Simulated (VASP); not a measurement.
Input of a VASP 6.6.1 run:

Contents of POSCAR:

```
Y
1.0
    3.5143210000      0.0000000000      0.0000000000
    1.7571605000      3.0434912631      0.0000000000
    1.7571605000      1.0144970877      2.8694310808
Y
1
Direct
    0.0000000000      0.0000000000      0.0000000000
```

INCAR.step1

```
SYSTEM = Y
PREC = Accurate
ENCUT = 520
ISMEAR = 1
SIGMA = 0.1
LREAL = .FALSE.
LASPH = .TRUE.
NELM = 100
NBANDS = 12
GGA = PE
ALGO = Normal
EDIFF = 1E-4
LWAVE = .TRUE.
LCHARG = .FALSE.
```

The input INCAR.step2:

```
SYSTEM = Y
PREC = Accurate
ENCUT = 520
EDIFF = 1E-7
ISMEAR = 1
SIGMA = 0.1
LREAL = .FALSE.
LASPH = .TRUE.
NELM = 100
ALGO = Normal
ISIF = 2
LWAVE = .FALSE.
LCHARG = .FALSE.
METAGGA = R2SCAN
LMIXTAU = .TRUE.
NBANDS = 12
ISTART = 1
```

File KPOINTS:

```
Automatic mesh
0
G
  10 10 10
  0 0 0
```

Potentials or basis: VASP PAW PBE potentials, release 64 (Y_sv).

The run is started by

```console
$ cat potpaw_PBE.64/Y_sv/POTCAR > POTCAR
$ cp INCAR.step1 INCAR
$ mpirun -np 1 vasp_std > vasp.out
$ cp INCAR.step2 INCAR
$ mpirun -np 1 vasp_std > vasp.out
```

(1) Predict the pressure.

Results:

(1) 3.2 GPa.

Caveat: the PAW data sets were made with another functional, which shifts forces and pressure a little.
